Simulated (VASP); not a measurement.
Write the native input for VASP 6.6.1 that does the following.

| Item | Value |
| --- | --- |
| Task | single point |
| Functional | PBE |
| Potentials or basis | VASP PAW PBE potentials, release 64 (Ti_sv, W_sv) |
| Cutoff | 520 eV |
| k mesh | 3 × 3 × 3 |
| Occupations | gaussian, width 0.05 eV |
| Spin | no spin polarisation |
| Dipole correction | no |
| Further INCAR settings | LREAL = Auto; ALGO = Normal; EDIFF = 1e-06; NBANDS = 117 |

The structure of TiW14 (a cell with a defect) lies in POSCAR:

```
TiW14
1.0
    6.3200000000      0.0000000000      0.0000000000
    0.0000000000      6.3200000000      0.0000000000
    0.0000000000      0.0000000000      6.3200000000
Ti W
1 14
Direct
    0.2426227848     -0.2426227848      0.2426227848
    0.5031018987      0.0017427215     -0.0017427215
   -0.0017427215      0.4968981013     -0.0017427215
   -0.0017427215      0.0017427215      0.5031018987
    0.2489305380      0.2479609177      0.2489305380
    0.4994155063      0.5005844937      0.0004552215
    0.4994155063     -0.0004552215      0.4994155063
    0.7546449367      0.2453550633      0.2459387658
    0.0004552215      0.5005844937      0.4994155063
    0.2459387658      0.2453550633      0.7546449367
    0.5020666139      0.4979333861      0.5020666139
    0.7520390823      0.7510694620      0.2489305380
    0.7512794304      0.2487205696      0.7512794304
    0.2489305380      0.7510694620      0.7520390823
    0.7546449367      0.7540612342      0.7546449367
```

The input as run:

INCAR

```
ALGO = Normal
EDIFF = 1E-6
ENCUT = 520
GGA = PE
ISIF = 2
ISMEAR = 0
LASPH = True
LCHARG = False
LREAL = Auto
LWAVE = False
NBANDS = 117
NELM = 60
PREC = Accurate
SIGMA = 0.05
```

KPOINTS

```
k-points
0
Gamma
  3 3 3
```

Potentials or basis: VASP PAW PBE potentials, release 64 (Ti_sv, W_sv).

Launch:

```console
$ cat potpaw_PBE.64/Ti_sv/POTCAR potpaw_PBE.64/W_sv/POTCAR > POTCAR
$ mpirun -np 1 vasp_std > vasp.out
```

It gave:

```
Pressure               : -0.2 GPa
Largest force          : 0.026 eV/Å
Band gap on the k mesh : zero (bands 104 and 105 overlap by 0.90 eV)
```

Caveat: spin-orbit coupling is left out, which moves the levels of the heavy elements.

It took 5.9 min on 1 thread of Intel(R) Xeon(R) Platinum 8259CL CPU @ 2.50GHz (Skylake/Cascade Lake), with other jobs on the host, peak memory 0.38 GiB.
